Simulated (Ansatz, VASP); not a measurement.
# Si2Se in VASP and in Ansatz

```xyz
6
Lattice="4.3950 0.0000 0.0000 0.0000 4.3950 0.0000 0.0000 0.0000 9.7391" Properties=species:S:1:pos:R:3 pbc="T T T"
Si    2.1975    2.1975    6.1261
Si    2.1975    2.1975    1.2566
Si    2.1975    2.1975    3.6130
Si    2.1975    2.1975    8.4826
Se    0.0000    2.1975    0.0000
Se    2.1975    0.0000    4.8696
```

Alike in both runs: functional PBE; k mesh 8 × 8 × 4; no spin polarisation.

Ansatz relaxed the structure, and its values are those at the end. VASP's run is a single point on that final structure, the one shown.

|  | VASP | Ansatz |
| --- | --- | --- |
| version | VASP 6.6.1 | Ansatz 0.2.0 |
| potentials or method | VASP PAW PBE potentials, release 64 (Si, Se), cutoff 520 eV | scalar-relativistic, plane waves, PAW |
| occupations | fermi-dirac, width 0.1 eV | fermi-dirac, width 0.15 eV |
| valence electrons in the cell | 28 | 48 |

```csv
,VASP,Ansatz,Ansatz less VASP
gap on the k mesh at the Fermi level (eV),none,none,-
pressure (GPa),0.0,0.0,+0.02
```

A gap of «none» marks a metal or a gap that the smearing closes. VASP's potentials hold 28 valence electrons a cell and Ansatz's 48, so a difference there can come from the potentials and not from the codes.
